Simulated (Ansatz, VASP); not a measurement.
## Two plane-wave programs on SnSe2

The input INCAR:

```
SYSTEM = SnSe2
PREC = Accurate ; ENCUT = 600
EDIFF = 1E-6 ; ISMEAR = 0
SIGMA = 0.02 ; LREAL = .False.
LASPH = .True. ; NELM = 100
ALGO = Normal ; ISIF = 3
LWAVE = .False. ; LCHARG = .False.
GGA = PE ; IVDW = 12
IBRION = 2 ; NSW = 100
EDIFFG = -0.005
```

The input KPOINTS:

```
regular mesh
0
Gamma
  12 12 6
  0 0 0
```

POSCAR

```
SnSe2
1.0
    3.8390485964      0.0000000000      0.0000000000
   -1.9195242982      3.3247136108      0.0000000000
    0.0000000000      0.0000000000      6.0116310577
Sn Se
1 2
Direct
    0.0000000000      0.0000000000      0.0000000000
    0.3333333333      0.6666666667      0.2651529983
    0.6666666667      0.3333333333      0.7348470017
```

Input for Ansatz:

```yaml
crystal:
  lattice:
    - [3.8390485953, 0.0, 0.0]
    - [-1.9195242977, 3.3247136098, 0.0]
    - [0.0, 0.0, 6.0116311052]
  atoms:
    - { symbol: Sn, position: [0.0, 0.0, 0.0] }
    - { symbol: Se, position: [0.3333333333, 0.6666666667, 0.2651529963] }
    - { symbol: Se, position: [0.6666666667, 0.3333333333, 0.7348470037] }
basis:
  ecutwfc: 420
kpoints:
  mp_grid: { grid: [12, 12, 6] }
hamiltonian:
  xc: pbe
  dispersion: d3bj
scf:
  occupations: { method: gaussian, width: 0.02 }
output:
  forces: true
  stress: true
  eigenvalues: true
  write_density: true
  write_potential: true
  elf: true
  volumetric_format: npy
relax:
  adjacent_minimum: "off"
  f_tol: 0.005
  max_steps: 80
  cell: { stress_tol: 0.05 }
```

Alike in both runs: task relaxation of cell and atoms; functional PBE; dispersion D3(BJ); k mesh 12 × 12 × 6; occupations gaussian, width 0.02 eV; no spin polarisation.

|  | VASP | Ansatz |
| --- | --- | --- |
| version | VASP 6.6.1 | Ansatz 0.2.0 |
| potentials or method | VASP PAW PBE potentials, release 64 (Sn_d, Se), cutoff 600 eV | scalar-relativistic, plane waves, PAW |
| valence electrons in the cell | 26 | 46 |

|  | VASP | Ansatz | Ansatz less VASP |
| --- | --- | --- | --- |
| gap on the k mesh at the Fermi level, each at its own relaxed structure (eV) | 0.34 | 0.35 | +0.007 |
| relaxed volume (Å³/atom) | 25.60 | 25.58 | -0.027 |
| relaxed cell length with the largest relative difference (Å) | 3.840 | 3.839 | -0.0014 |

VASP's potentials hold 26 valence electrons a cell and Ansatz's 46, so a difference there can come from the potentials and not from the codes.
